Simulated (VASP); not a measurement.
# Fe (Fmmm) in VASP: a series of runs, part 3 of 3

VASP 6.6.1. The steps go on from the part before.

### Step 5. Electric field gradients, LDA, collinear spin, ferromagnetic start (volume scaled by 0.9405)

INCAR

```
ALGO = Normal ; EDIFF = 1E-8
ENCUT = 520 ; GGA = CA
GGA_COMPAT = F ; ISIF = 2
ISMEAR = -1 ; ISPIN = 2
LASPH = T ; LCHARG = F
LEFG = T ; LMAXMIX = 4
LORBIT = 11 ; LREAL = F
LWAVE = F ; MAGMOM = 3
NBANDS = 14 ; NELM = 200
PREC = Accurate ; SIGMA = 0.05
```

KPOINTS

```
k-points
0
Gamma
  16 16 16
```

POSCAR

```
Fe
1.0
    0.0000000000      1.9024384199      1.9253309689
    1.4681109357      0.0000000000      1.9253309689
    1.4681109357      1.9024384199      0.0000000000
Fe
1
Direct
    0.0000000000      0.0000000000      0.0000000000
```

Potentials or basis: VASP PAW LDA potentials, release 64 (Fe).

On the command line:

```bash
cat potpaw_LDA.64/Fe/POTCAR > POTCAR
mpirun -np 1 vasp_std > vasp.out
```

OUTCAR:

```text
EDIFF = 1E-8
   ENCUT = 520
   GGA = CA
   ISIF = 2
   ISMEAR = -1
   ISPIN = 2
   LASPH = T
   LORBIT = 11
   LREAL = F
   NELM = 200
   PREC = Accurate

 ion  position               nearest neighbor table
   1  0.000  0.000  0.000-

  LATTYP: Found a face centered orthorhombic cell.
 ALAT       =     2.9362218714
 B/A-ratio  =     1.2958410524
 C/A-ratio  =     1.3114342534

  Lattice vectors:

 A1 = (   0.0000000000,   1.9024384199,   1.9253309689)
 A2 = (   1.4681109357,   0.0000000000,   1.9253309689)
 A3 = (   1.4681109357,   1.9024384199,   0.0000000000)

Analysis of symmetry for initial positions (statically):
=====================================================================
 Subroutine PRICEL returns:
 Original cell was already a primitive cell.

 Routine SETGRP: Setting up the symmetry group for a
 face centered orthorhombic supercell.

 Subroutine GETGRP returns: Found  8 space group operations
 (whereof  8 operations were pure point group operations)
 out of a pool of  8 trial point group operations.

The static configuration has the point symmetry D_2h.

Analysis of symmetry for dynamics (positions and initial velocities):
=====================================================================
 Subroutine PRICEL returns:
 Original cell was already a primitive cell.

 Routine SETGRP: Setting up the symmetry group for a
 face centered orthorhombic supercell.

 Subroutine GETGRP returns: Found  8 space group operations
 (whereof  8 operations were pure point group operations)
[... 981 lines left out ...]
      7      29.2082      0.00000
      8      30.9704      0.00000
      9      32.1810      0.00000
     10      36.3325      0.00000
     11      37.0094      0.00000
     12      38.6939      0.00000
     13      38.8377      0.00000
     14      41.3583      0.00000

 [... further k-points ...]

------------------------ aborting loop because EDIFF is reached ----------------------------------------

  FORCE on cell =-STRESS in cart. coord.  units (eV):
  Direction    XX          YY          ZZ          XY          YZ          ZX
  --------------------------------------------------------------------------------------
  -------------------------------------------------------------------------------------
  Total       -1.0300896     -0.2654236     -0.4272188     -0.0000000      0.0000000      0.0000000
  in kB     -153.4548864    -39.5407875    -63.6437882     -0.0000000      0.0000000      0.0000000
  external PRESSURE =     -85.5464874 kB  Pullay stress =       0.0000000 kB

 VOLUME and BASIS-vectors are now :
 -----------------------------------------------------------------------------
  energy-cutoff  :      520.00
  volume of cell :       10.75
      direct lattice vectors                 reciprocal lattice vectors
     0.000000000  1.902438420  1.925330969    -0.340573718  0.262820596  0.259695610
     1.468110936  0.000000000  1.925330969     0.340573718 -0.262820596  0.259695610
     1.468110936  1.902438420  0.000000000     0.340573718  0.262820596 -0.259695610

 POSITION                                       TOTAL-FORCE (eV/Angst)
 -----------------------------------------------------------------------------------
      0.00000      0.00000      0.00000         0.000000      0.000000      0.000000
 -----------------------------------------------------------------------------------
    total drift:                                0.000000     -0.000000     -0.000000

  FREE ENERGIE OF THE ION-ELECTRON SYSTEM (eV)
  ---------------------------------------------------
  free  energy   TOTEN  =        -9.1966635064 eV

  energy  without entropy=       -9.1870685589  energy(sigma->0) =       -9.19186603

 Electric field gradients (V/A^2)
---------------------------------------------------------------------
 ion       V_xx      V_yy      V_zz      V_xy      V_xz      V_yz
---------------------------------------------------------------------
   1      10.040    -5.264    -4.776     0.000     0.001     0.000
---------------------------------------------------------------------

 Electric field gradients after diagonalization (V/A^2)
 (convention: |V_zz| > |V_xx| > |V_yy|)
----------------------------------------------------------------------
 ion       V_xx      V_yy      V_zz     asymmetry (V_yy - V_xx)/ V_zz
----------------------------------------------------------------------
   1      -5.264    -4.776    10.040       0.049
----------------------------------------------------------------------

           NMR quadrupolar parameters

 Cq : quadrupolar parameter    Cq=e*Q*V_zz/h
 eta: asymmetry parameters     (V_yy - V_xx)/ V_zz
 Q  : nuclear electric quadrupole moment in mb (millibarn)
----------------------------------------------------------------------
 ion       Cq(MHz)       eta       Q (mb)
----------------------------------------------------------------------
   1       0.024       0.049       1.000
----------------------------------------------------------------------

 total charge

# of ion       s       p       d       tot
------------------------------------------
    1        0.512   0.584   6.302   7.398

 magnetization (x)

# of ion       s       p       d       tot
------------------------------------------
    1       -0.010  -0.033   2.001   1.958
```

OSZICAR:

```text
N       E                     dE             d eps       ncg     rms          rms(c)
DAV:   1     0.210867788815E+02    0.21087E+02   -0.37883E+03 38306   0.729E+02
DAV:   2    -0.931005290353E+01   -0.30397E+02   -0.27939E+02 38124   0.132E+02
DAV:   3    -0.102416529364E+02   -0.93160E+00   -0.92206E+00 42198   0.238E+01
DAV:   4    -0.102449082672E+02   -0.32553E-02   -0.32550E-02 40560   0.125E+00
DAV:   5    -0.102449247076E+02   -0.16440E-04   -0.16441E-04 42606   0.917E-02    0.126E+01
DAV:   6    -0.928679551250E+01    0.95813E+00   -0.94594E+00 45588   0.384E+01    0.485E+00
DAV:   7    -0.921729216005E+01    0.69503E-01   -0.51402E-01 43248   0.889E+00    0.304E+00
DAV:   8    -0.920586963624E+01    0.11423E-01   -0.46521E-03 44062   0.435E-01    0.120E+00
DAV:   9    -0.919696526647E+01    0.89044E-02   -0.60340E-03 48686   0.392E-01    0.235E-01
DAV:  10    -0.919664770809E+01    0.31756E-03   -0.18499E-04 44214   0.213E-01    0.468E-02
DAV:  11    -0.919666113780E+01   -0.13430E-04   -0.32496E-05 43542   0.558E-02    0.251E-02
DAV:  12    -0.919666277678E+01   -0.16390E-05   -0.88562E-07 41262   0.104E-02    0.109E-02
DAV:  13    -0.919666392871E+01   -0.11519E-05   -0.99240E-07 46356   0.695E-03    0.988E-03
DAV:  14    -0.919666351610E+01    0.41262E-06   -0.19180E-07 44510   0.441E-03    0.125E-03
DAV:  15    -0.919666350638E+01    0.97156E-08   -0.22168E-09 22434   0.507E-04
   1 F= -.91966635E+01 E0= -.91918660E+01  d E =-.959495E-02  mag=     1.9883
```

It took 88 s on 1 thread of Intel Xeon 6975P-C (Granite Rapids), shared host; peak memory 0.23 GiB.

What came out:

```
Free energy                                           : -9.1967 eV
Pressure                                              : -8.6 GPa
Band gap on the k mesh                                : zero (filled and empty bands overlap)
Net moment                                            : 1.99 μB per cell
Site moments                                          : Fe +1.96 μB
Valence electrons inside the program's atomic spheres : Fe 7.40
```

Stress tensor (GPa, compression positive):
```
-15.35   0.00   0.00
  0.00  -3.95   0.00
  0.00   0.00  -6.36
```

Levels at points of the mesh, in eV from the Fermi level:
Spin up:
```csv
k point,band 1,band 2,band 3,band 4,band 5,band 6,band 7,band 8,band 9,band 10
"(0.00, 0.00, 0.00)",-8.90,-2.60,-2.49,-2.09,-1.23,-0.78,24.22,25.78,26.07,30.42
"(0.50, 0.00, 0.00)",-5.26,-3.40,-1.30,-0.63,0.15,0.48,7.56,19.27,21.84,24.82
"(0.50, 0.50, 0.00)",-5.30,-4.03,-0.59,-0.50,0.56,0.74,8.29,17.70,19.30,23.15
"(0.50, 0.00, 0.50)",-5.31,-3.99,-0.63,-0.56,0.63,0.97,8.57,17.46,19.06,22.92
"(0.00, 0.50, 0.50)",-5.26,-5.05,0.14,0.25,0.35,8.07,11.24,11.26,15.09,17.12
```
Spin down:
| k point | band 1 | band 2 | band 3 | band 4 | band 5 | band 6 | band 7 |
| --- | --- | --- | --- | --- | --- | --- | --- |
| (0.00, 0.00, 0.00) | -8.53 | -1.04 | -0.90 | -0.39 | 0.81 | 1.41 | 24.37 |
| (0.50, 0.00, 0.00) | -4.14 | -1.90 | 0.51 | 0.71 | 1.50 | 2.36 | 8.80 |
| (0.50, 0.50, 0.00) | -4.14 | -2.63 | 1.12 | 1.51 | 1.65 | 2.42 | 9.52 |
| (0.50, 0.00, 0.50) | -4.13 | -2.58 | 1.35 | 1.45 | 1.59 | 2.47 | 9.79 |
| (0.00, 0.50, 0.50) | -3.80 | -3.58 | 2.03 | 2.08 | 2.17 | 8.51 | 11.69 |

Electric field gradients, principal values (V/Å²):
```csv
atom,least,middle,greatest (by size)
1 Fe,-4.776,-5.264,10.040
```

Caveat: without QUAD_EFG the Cq values of the log hold for a quadrupole moment of 1 mb, not for the nuclei.

### Step 6. Electric field gradients, LDA, collinear spin, ferromagnetic start (volume scaled by 0.9405)

INCAR

```
PREC = Accurate
ENCUT = 520
EDIFF = 1E-8
ISMEAR = -1
SIGMA = 0.05
LREAL = F
LASPH = T
NELM = 200
ALGO = Normal
ISIF = 2
LWAVE = F
LCHARG = F
ISPIN = 2
MAGMOM = 3
LORBIT = 11
LMAXMIX = 4
LEFG = T
NBANDS = 14
GGA_COMPAT = F
```

KPOINTS

```
Automatic mesh
0
Gamma
  16 16 16
```

POSCAR is that of step 5.

Potentials or basis: VASP PAW LDA potentials, release 64 (Fe).

On the command line:

```bash
cat potpaw_LDA.64/Fe/POTCAR > POTCAR
mpirun -np 1 vasp_std > vasp.out
```

OUTCAR:

```text
PREC = Accurate
   ENCUT = 520
   EDIFF = 1E-8
   ISMEAR = -1
   LREAL = F
   LASPH = T
   NELM = 200
   ISIF = 2
   ISPIN = 2
   LORBIT = 11

 ion  position               nearest neighbor table
   1  0.000  0.000  0.000-

  LATTYP: Found a face centered orthorhombic cell.
 ALAT       =     2.9362218714
 B/A-ratio  =     1.2958410524
 C/A-ratio  =     1.3114342534

  Lattice vectors:

 A1 = (   0.0000000000,   1.9024384199,   1.9253309689)
 A2 = (   1.4681109357,   0.0000000000,   1.9253309689)
 A3 = (   1.4681109357,   1.9024384199,   0.0000000000)

Analysis of symmetry for initial positions (statically):
=====================================================================
 Subroutine PRICEL returns:
 Original cell was already a primitive cell.

 Routine SETGRP: Setting up the symmetry group for a
 face centered orthorhombic supercell.

 Subroutine GETGRP returns: Found  8 space group operations
 (whereof  8 operations were pure point group operations)
 out of a pool of  8 trial point group operations.

The static configuration has the point symmetry D_2h.
[... 1020 lines left out ...]
     1.468110936  1.902438420  0.000000000     0.340573718  0.262820596 -0.259695610

 POSITION                                       TOTAL-FORCE (eV/Angst)
 -----------------------------------------------------------------------------------
      0.00000      0.00000      0.00000         0.000000      0.000000      0.000000
 -----------------------------------------------------------------------------------
    total drift:                                0.000000     -0.000000     -0.000000

  FREE ENERGIE OF THE ION-ELECTRON SYSTEM (eV)
  ---------------------------------------------------
  free  energy   TOTEN  =        -9.1966635064 eV

  energy  without entropy=       -9.1870685589  energy(sigma->0) =       -9.19186603

 Electric field gradients (V/A^2)
---------------------------------------------------------------------
 ion       V_xx      V_yy      V_zz      V_xy      V_xz      V_yz
---------------------------------------------------------------------
   1      10.040    -5.264    -4.776     0.000     0.001     0.000
---------------------------------------------------------------------

 Electric field gradients after diagonalization (V/A^2)
 (convention: |V_zz| > |V_xx| > |V_yy|)
----------------------------------------------------------------------
 ion       V_xx      V_yy      V_zz     asymmetry (V_yy - V_xx)/ V_zz
----------------------------------------------------------------------
   1      -5.264    -4.776    10.040       0.049
----------------------------------------------------------------------

           NMR quadrupolar parameters

 Cq : quadrupolar parameter    Cq=e*Q*V_zz/h
 eta: asymmetry parameters     (V_yy - V_xx)/ V_zz
 Q  : nuclear electric quadrupole moment in mb (millibarn)
----------------------------------------------------------------------
 ion       Cq(MHz)       eta       Q (mb)
----------------------------------------------------------------------
   1       0.024       0.049       1.000
----------------------------------------------------------------------

 total charge

# of ion       s       p       d       tot
------------------------------------------
    1        0.512   0.584   6.302   7.398

 magnetization (x)

# of ion       s       p       d       tot
------------------------------------------
    1       -0.010  -0.033   2.001   1.958
```

stdout:

```text
POSCAR found type information on POSCAR Fe
 POSCAR found :  1 types and       1 ions
 scaLAPACK will be used
 LDA part: xc-table for (Slater(with rela. corr.)+CA(PZ))
 , standard interpolation
 POSCAR, INCAR and KPOINTS ok, starting setup
 FFT: planning ... GRIDC
 FFT: planning ... GRID_SOFT
 FFT: planning ... GRID
 WAVECAR not read
 entering main loop
ion   1
```

Wall time 80 s (1 thread of Intel Xeon 6975P-C (Granite Rapids), shared host); peak memory 0.23 GiB.

Results:

| Item | Value |
| --- | --- |
| Free energy | -9.1967 eV |
| Pressure | -8.6 GPa |
| Band gap on the k mesh | zero (filled and empty bands overlap) |
| Net moment | 1.99 μB per cell |
| Site moments | Fe +1.96 μB |
| Valence electrons inside the program's atomic spheres | Fe 7.40 |

Electric field gradients, principal values (V/Å²):
```csv
atom,least,middle,greatest (by size)
1 Fe,-4.776,-5.264,10.040
```

Caveat: without QUAD_EFG the Cq values of the log hold for a quadrupole moment of 1 mb, not for the nuclei.

### Step 7. The runs side by side

| cell | gap on the mesh (eV) | pressure (GPa) | moment (μB) |
| --- | --- | --- | --- |
| a = 2.735, b = 2.453, c = 2.404 Å, angles 68.5, 56.6, 54.9°, 1 atom | none | -12.4 | 2.05 |
| a = 2.817, b = 2.520, c = 2.501 Å, angles 68.3, 56.2, 55.6°, 1 atom | none | -25.9 | 2.26 |
| a = 2.707, b = 2.421, c = 2.403 Å, angles 68.3, 56.2, 55.6°, 1 atom | none | -8.6 | 1.99 |

Alike in all rows: task electric field gradients; level LDA; potentials or basis VASP PAW LDA potentials, release 64 (Fe); spin collinear, ferromagnetic start; k mesh 16 × 16 × 16; cutoff (eV) 520; smearing fermi-dirac 0.05 eV.

Absolute energies hang on the potentials; compare differences alone.
